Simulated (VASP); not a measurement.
# Li in VASP: a series of runs

Runs on Li. Level: PBE. Tasks: single point.

Program: VASP 6.6.1. These are calculated values, not measurements. Logs are shortened: lines on timing, memory, paths and dates and some standing lists are left out, and cuts for length are marked.

### 1 The cell of the first run

The cell holds a slab with vacuum, 17 atoms: a = 6.980 Å, b = 6.045 Å, c = 20.403 Å, α = 90.00°, β = 90.00°, γ = 54.74°.

### 2 Single point, PBE

INCAR reads:

```
PREC = Accurate
ENCUT = 520
EDIFF = 1E-6
ISMEAR = -1
SIGMA = 0.05
LREAL = Auto
LASPH = T
NELM = 80
ALGO = Normal
ISIF = 2
LWAVE = F
LCHARG = F
GGA = PE
NBANDS = 40
```

KPOINTS reads:

```
regular mesh
0
Gamma
  3 3 1
```

POSCAR reads:

```
Li
1.0
    6.9800000000      0.0000000000      0.0000000000
    3.4900000000      4.9356050000      0.0000000000
    0.0000000000      0.0000000000     20.4034080000
Li
17
Direct
   -0.2499997467      0.4999994935      0.0490114201
    0.2500002533      0.4999994935      0.0490114201
   -0.2499994935      0.9999989870      0.0490114201
    0.2500005065      0.9999989870      0.0490114201
    0.0193253506     -0.1191951139      0.1898065264
    0.3852743715      0.0568724604      0.1988687380
   -0.1729862396      0.6204710466      0.1591694878
    0.5002120709      0.5356790100      0.1702901790
   -0.2849726725      0.5504897576      0.3075858700
    0.3891082488      0.4089468262      0.3087327372
   -0.2545347532      0.9294706525      0.2898388348
    0.1240539339      1.1530096108      0.2988373315
    0.2593997726     -0.3190287715      0.4199886607
    0.4058685968     -0.0123389129      0.3837496167
   -0.2164010084      0.5396501543      0.4467341926
    0.6959794031      0.1876973542      0.4354223569
    0.2681086188      0.1463042525      0.5290292681
```

Potentials or basis: VASP PAW PBE potentials, release 64 (Li_sv).

Command:

```
$ cat potpaw_PBE.64/Li_sv/POTCAR > POTCAR
$ mpirun -np 1 vasp_std > vasp.out
```

OUTCAR:

```text
PREC = Accurate
   ENCUT = 520
   EDIFF = 1E-6
   ISMEAR = -1
   LREAL = Auto
   LASPH = T
   NELM = 80
   ISIF = 2
   GGA = PE

 ion  position               nearest neighbor table
   1  0.750  0.500  0.049-   7 2.51
   2  0.250  0.500  0.049-
   3  0.750  1.000  0.049-
   4  0.250  1.000  0.049-
   5  0.019  0.881  0.190-
   6  0.385  0.057  0.199-  12 2.57
   7  0.827  0.620  0.159-   1 2.51
   8  0.500  0.536  0.170-
   9  0.715  0.550  0.308-  11 2.45  12 2.46
  10  0.389  0.409  0.309-  11 2.53
  11  0.745  0.929  0.290-   9 2.45  10 2.53
  12  0.124  0.153  0.299-  14 2.37   9 2.46   6 2.57
  13  0.259  0.681  0.420-
  14  0.406  0.988  0.384-  12 2.37
  15  0.784  0.540  0.447-  16 2.54
  16  0.696  0.188  0.435-  15 2.54
  17  0.268  0.146  0.529-

  LATTYP: Found a base centered orthorhombic cell.
 ALAT       =     6.9800000000
 B/A-ratio  =     1.4142134670
 C/A-ratio  =     2.9231243553

  Lattice vectors:

 A1 = (   3.4900000000,  -4.9356050000,   0.0000000000)
 A2 = (   3.4900000000,   4.9356050000,   0.0000000000)
 A3 = (   0.0000000000,   0.0000000000,  20.4034080000)

Analysis of symmetry for initial positions (statically):
=====================================================================
 Subroutine PRICEL returns:
 Original cell was already a primitive cell.

 Routine SETGRP: Setting up the symmetry group for a
 base centered orthorhombic supercell.

 Subroutine GETGRP returns: Found  1 space group operations
 (whereof  1 operations were pure point group operations)
 out of a pool of  8 trial point group operations.

The static configuration has the point symmetry C_1 .

Analysis of symmetry for dynamics (positions and initial velocities):
=====================================================================
 Subroutine PRICEL returns:
 Original cell was already a primitive cell.

 Routine SETGRP: Setting up the symmetry group for a
 base centered orthorhombic supercell.

 Subroutine GETGRP returns: Found  1 space group operations
 (whereof  1 operations were pure point group operations)
 out of a pool of  8 trial point group operations.

The dynamic configuration has the point symmetry C_1 .

 Subroutine INISYM returns: Found  1 space group operations
 (whereof  1 operations are pure point group operations),
 and found     1 'primitive' translations

----------------------------------------------------------------------------------------

                                     Primitive cell

  volume of cell :     702.9081

  direct lattice vectors                    reciprocal lattice vectors
     6.980000000  0.000000000  0.000000000     0.143266476 -0.101304703  0.000000000
     3.490000000  4.935605000  0.000000000     0.000000000  0.202609407  0.000000000
     0.000000000  0.000000000 20.403408000     0.000000000  0.000000000  0.049011420

  length of vectors
     6.980000000  6.044857047 20.403408000     0.175464885  0.202609407  0.049011420

  position of ions in fractional coordinates (direct lattice)
     0.750000253  0.499999493  0.049011420
     0.250000253  0.499999493  0.049011420
     0.750000507  0.999998987  0.049011420
     0.250000507  0.999998987  0.049011420
     0.019325351  0.880804886  0.189806526
     0.385274372  0.056872460  0.198868738
[... 9 lines left out ...]
     0.695979403  0.187697354  0.435422357
     0.268108619  0.146304253  0.529029268

  ion indices of the primitive-cell ions
   primitive index   ion index
                 1           1
                 2           2
                 3           3
                 4           4
                 5           5
                 6           6
[... 9 lines left out ...]
                16          16
                17          17

----------------------------------------------------------------------------------------

 KPOINTS: regular mesh

Automatic generation of k-mesh.
 Grid dimensions read from file:
 generate k-points for:    3    3    1

 Generating k-lattice:

  Cartesian coordinates                     Fractional coordinates (reciprocal lattice)
     0.047755492 -0.033768234  0.000000000     0.333333333  0.000000000  0.000000000
     0.000000000  0.067536469  0.000000000     0.000000000  0.333333333  0.000000000
     0.000000000  0.000000000  0.049011420     0.000000000  0.000000000  1.000000000

  Length of vectors
     0.058488295  0.067536469  0.049011420

  Shift w.r.t. Gamma in fractional coordinates (k-lattice)
     0.000000000  0.000000000  0.000000000

 Subroutine IBZKPT returns following result:
 ===========================================

 Found      5 irreducible k-points:

 Following reciprocal coordinates:
            Coordinates               Weight
  0.000000  0.000000  0.000000      1.000000
  0.333333 -0.000000  0.000000      2.000000
  0.333333  0.333333  0.000000      2.000000
  0.000000  0.333333  0.000000      2.000000
 -0.333333  0.333333  0.000000      2.000000
   k-points           NKPTS =      5   k-points in BZ     NKDIM =      5   number of bands    NBANDS=     40
   number of dos      NEDOS =    301   number of ions     NIONS =     17
   total plane-waves  NPLWV = 414720
   dimension x,y,z NGX =    54 NGY =   48 NGZ =  160
   dimension x,y,z NGXF=   108 NGYF=   96 NGZF=  320
   ions per type =              17
   NGX,Y,Z   is equivalent  to a cutoff of  12.86, 13.20, 13.04 a.u.
   NGXF,Y,Z  is equivalent  to a cutoff of  25.72, 26.40, 26.07 a.u.
 SYSTEM =  unknown system
   PREC   = accura    normal or accurate (medium, high low for compatibility)
   ISTART =      0    job   : 0-new  1-cont  2-samecut
   ICHARG =      2    charge: 1-file 2-atom 10-const
   ISPIN  =      1    spin polarized calculation?
   LNONCOLLINEAR =      F non collinear calculations
   LSORBIT =      F    spin-orbit coupling
   LASPH  =      T    aspherical Exc in radial PAW
   ENCUT  =  520.0 eV  38.22 Ry    6.18 a.u.  12.98 11.24 37.94*2*pi/ulx,y,z
   NELM   =     80;   NELMIN=  2; NELMDL= -5     # of ELM steps
   EDIFF  = 0.1E-05   stopping-criterion for ELM
   LREAL  =      T    real-space projection
   EDIFFG = 0.1E-04   stopping-criterion for IOM
   NSW    =      0    number of steps for IOM
   IBRION =     -1    ionic relax: 0-MD 1-quasi-New 2-CG
   NFREE  =      0    steps in history (QN), initial steepest desc. (CG)
   ISIF   =      2    stress and relaxation
   ISYM   =      2    0-nonsym 1-usesym 2-fastsym
   POTIM  = 0.5000    time-step for ionic-motion
   TEBEG  =    0.0;   TEEND  =   0.0 temperature during run
   PSTRESS=    0.0 pullay stress
   NELECT =      51.0000    total number of electrons
   NUPDOWN=      -1.0000    fix difference up-down
   EMIN   =  10.00;   EMAX   =-10.00  energy-range for DOS
   EFERMI =   0.00;   METHOD = LEGACY
   ISMEAR =    -1;   SIGMA  =   0.05  broadening in eV -4-tet -1-fermi 0-gaus
   EFERMI_NEDOS =   21; number of points for ismear=-14 and -15
   IALGO  =     38    algorithm
   IMIX   =      4    mixing-type and parameters
     AMIX     =   0.40;   BMIX     =  1.00
     AMIX_MAG =   1.60;   BMIX_MAG =  1.00
  volume/ion in A,a.u.               =      41.35       279.03
  Fermi-wavevector in a.u.,A,eV,Ry     =   0.682808  1.290320  6.343403  0.466227
  Thomas-Fermi vector in A             =   1.761989
   LORBIT       =      0    0 simple, 1 ext, 2 COOP (PROOUT), +10 PAW based schemes
   GGA     = PE    functional components
[... 5 lines left out ...]
 non-spin polarized calculation
  energy-cutoff  :      520.00
  volume of cell :      702.91
 maximum number of plane-waves:     18969
 NGX is ok and might be reduce to    54
   NGX = 25   NGY = 23   NGZ = 75

 number of electron      50.9999992 magnetization

 Free energy of the ion-electron system (eV)
  ---------------------------------------------------
  ext. energy  EPLUGINS =         0.00000000
  ---------------------------------------------------
  free energy    TOTEN  =       -28.05304091 eV

  energy without entropy =      -28.02016337  energy(sigma->0) =      -28.03660214

 E-fermi :  -1.1025     XC(G=0):  -4.4837

 val. band max:       -1.1133569280   @ k =   0.0000   0.0000   0.0000
 cond. band min:      -0.9285786559   @ k =   0.3333  -0.0000   0.0000
 fundamental gap:      0.1847782722
 Fermi energy:        -1.1025185787

 k-point     1 :       0.0000    0.0000    0.0000
  band No.  band energies     occupation
      1     -49.3503      2.00000
      2     -48.3309      2.00000
      3     -48.2627      2.00000
      4     -48.2272      2.00000
      5     -48.2143      2.00000
      6     -48.2083      2.00000
[... 29 lines left out ...]
     36       1.2508      0.00000
     37       1.3939      0.00000

 k-point     2 :       0.3333   -0.0000    0.0000
  band No.  band energies     occupation
      1     -49.3503      2.00000
      2     -48.3308      2.00000
      3     -48.2626      2.00000
      4     -48.2268      2.00000
      5     -48.2142      2.00000
      6     -48.2088      2.00000
[... 29 lines left out ...]
     36       1.4346      0.00000
     37       1.6016      0.00000

 k-point     3 :       0.3333    0.3333    0.0000
  band No.  band energies     occupation
      1     -49.3503      2.00000
      2     -48.3308      2.00000
      3     -48.2625      2.00000
      4     -48.2271      2.00000
      5     -48.2144      2.00000
      6     -48.2084      2.00000
[... 29 lines left out ...]
     36       1.0762      0.00000
     37       1.5633      0.00000

 k-point     4 :       0.0000    0.3333    0.0000
  band No.  band energies     occupation
      1     -49.3503      2.00000
      2     -48.3307      2.00000
      3     -48.2625      2.00000
      4     -48.2266      2.00000
      5     -48.2143      2.00000
      6     -48.2089      2.00000
[... 29 lines left out ...]
     36       1.2735      0.00000
     37       1.5552      0.00000

 k-point     5 :      -0.3333    0.3333    0.0000
  band No.  band energies     occupation
      1     -49.3503      2.00000
      2     -48.3307      2.00000
      3     -48.2625      2.00000
      4     -48.2266      2.00000
      5     -48.2143      2.00000
      6     -48.2089      2.00000
[... 29 lines left out ...]
     36       1.1543      0.00000
     37       1.3608      0.00000
 [bands above 37 left out]

------------------------ aborting loop because EDIFF is reached ----------------------------------------

  FORCE on cell =-STRESS in cart. coord.  units (eV):
  Direction    XX          YY          ZZ          XY          YZ          ZX
  --------------------------------------------------------------------------------------
  -------------------------------------------------------------------------------------
  Total        0.3317141     -2.2095816     -1.1864331      0.4389318      0.8843864      0.2871736
  in kB        0.7560944     -5.0364218     -2.7043027      1.0004816      2.0158309      0.6545707
  external PRESSURE =      -2.3282100 kB  Pullay stress =       0.0000000 kB

 VOLUME and BASIS-vectors are now :
 -----------------------------------------------------------------------------
  energy-cutoff  :      520.00
  volume of cell :      702.91
      direct lattice vectors                 reciprocal lattice vectors
     6.980000000  0.000000000  0.000000000     0.143266476 -0.101304703  0.000000000
     3.490000000  4.935605000  0.000000000     0.000000000  0.202609407  0.000000000
     0.000000000  0.000000000 20.403408000     0.000000000  0.000000000  0.049011420

 POSITION                                       TOTAL-FORCE (eV/Angst)
 -----------------------------------------------------------------------------------
      6.98000      2.46780      1.00000        -0.109885     -0.090856     -0.420633
      3.49000      2.46780      1.00000        -0.063607      0.047477      0.183564
      8.72500      4.93560      1.00000         0.010699      0.013402      0.167212
      5.23500      4.93560      1.00000        -0.021083     -0.032079      0.293446
      3.20890      4.34730      3.87270         0.189110      0.330118     -0.187888
      2.88770      0.28070      4.05760         0.108974      0.407696     -0.366343
[... 9 lines left out ...]
      5.51300      0.92640      8.88410        -0.160470     -0.575082     -0.128012
      2.38200      0.72210     10.79400         0.047016     -0.097282     -0.324217
 -----------------------------------------------------------------------------------
    total drift:                               -0.003077      0.001427      0.000739

  FREE ENERGIE OF THE ION-ELECTRON SYSTEM (eV)
  ---------------------------------------------------
  free  energy   TOTEN  =       -28.0530409071 eV

  energy  without entropy=      -28.0201633744  energy(sigma->0) =      -28.03660214
```

It took 6.8 min on 1 thread of Oxide Virtual Turin-like, shared host; peak memory 0.7 GiB.

Results:

```
Free energy   : -28.0530 eV
Largest force : 0.719 eV/Å
```

Forces on the atoms (eV/Å):
```
Li  -0.110 -0.091 -0.421
Li  -0.064  0.047  0.184
Li   0.011  0.013  0.167
Li  -0.021 -0.032  0.293
Li   0.189  0.330 -0.188
Li   0.109  0.408 -0.366
Li   0.410 -0.353  0.270
Li  -0.268 -0.532  0.051
Li  -0.611 -0.072 -0.201
Li  -0.217  0.543 -0.328
Li   0.676 -0.089  0.225
Li  -0.315 -0.211 -0.205
Li  -0.437  0.206  0.325
Li   0.200  0.285  0.601
Li   0.560  0.219  0.044
Li  -0.160 -0.575 -0.128
Li   0.047 -0.097 -0.324
```

Caveat: the k points lie up to 0.42 Å⁻¹ apart; the cutoff is under 1.25 times the usual one of these potentials, so pressure, stress and relaxed cells hold a basis-set (Pulay) error.

### 3 Single point, PBE

INCAR reads:

```
SYSTEM = Li
PREC = Accurate ; ENCUT = 520
EDIFF = 1E-6 ; ISMEAR = -1
SIGMA = 0.05 ; LREAL = Auto
LASPH = .TRUE. ; NELM = 80
ALGO = Normal ; ISIF = 2
LWAVE = .FALSE. ; LCHARG = .FALSE.
GGA = PE ; NBANDS = 40
```

KPOINTS reads:

```
regular mesh
0
G
  3 3 1
  0 0 0
```

POSCAR reads:

```
Li
1.0
    6.9800000000      0.0000000000      0.0000000000
    3.4900000000      4.9356050000      0.0000000000
    0.0000000000      0.0000000000     20.4034080000
Li
17
Direct
   -0.2499997467      0.4999994935      0.0490114201
    0.2500002533      0.4999994935      0.0490114201
   -0.2499994935      0.9999989870      0.0490114201
    0.2500005065      0.9999989870      0.0490114201
   -0.0025554957     -0.0454047680      0.1838124298
    0.3994889836      0.1259217462      0.1885959444
   -0.0088142584      0.4662245054      0.1699520002
    0.5378475195      0.3573422103      0.1531998968
   -0.2879602326      0.4804476857      0.2665535091
    0.3256511364      0.5298438591      0.2903632570
   -0.1447900540      0.9021589045      0.3097276690
    0.1707105093      1.0608425917      0.2894467434
    0.2014381554     -0.4472602650      0.4321189872
    0.4140913780      0.0439662412      0.3904396756
   -0.2015215715      0.5912952921      0.4397892744
    0.8117692051      0.0308168907      0.4269727881
    0.2711675230      0.2050001975      0.5151394316
```

Potentials or basis: VASP PAW PBE potentials, release 64 (Li_sv).

Command:

```
$ cat potpaw_PBE.64/Li_sv/POTCAR > POTCAR
$ mpirun -np 1 vasp_std > vasp.out
```

Wall time 6.3 min (1 thread of Oxide Virtual Turin-like, shared host); peak memory 0.7 GiB.

The run converged. Its results:

```
Free energy   : -27.7981 eV
Largest force : 1.230 eV/Å
```

Forces on the atoms (eV/Å):
```
Li  -0.044 -0.012  0.057
Li  -0.084  0.033 -0.056
Li  -0.008 -0.061 -0.003
Li   0.011 -0.004  0.264
Li   0.144 -0.272 -0.381
Li  -0.202 -1.187  0.250
Li  -0.326  0.543 -0.274
Li   0.720  0.861 -0.098
Li   0.191  0.285  0.281
Li  -0.264 -0.417  0.082
Li  -0.545 -0.079 -0.470
Li   0.141  0.202  0.205
Li   0.840  0.259 -0.375
Li  -0.270 -0.125 -0.297
Li  -0.349 -0.442 -0.093
Li   0.188  0.831  0.459
Li  -0.144 -0.415  0.449
```

Levels at points of the mesh, in eV from the Fermi level:
```csv
k point,band 21,band 22,band 23,band 24,band 25,band 26,band 27,band 28,band 29,band 30
"(0.00, 0.00, 0.00)",-0.82,-0.20,-0.11,0.04,0.12,0.22,0.24,0.42,0.66,0.72
```

Caveat: the k points lie up to 0.42 Å⁻¹ apart; the cutoff is under 1.25 times the usual one of these potentials, so pressure, stress and relaxed cells hold a basis-set (Pulay) error.

[end of part 1 of 2]
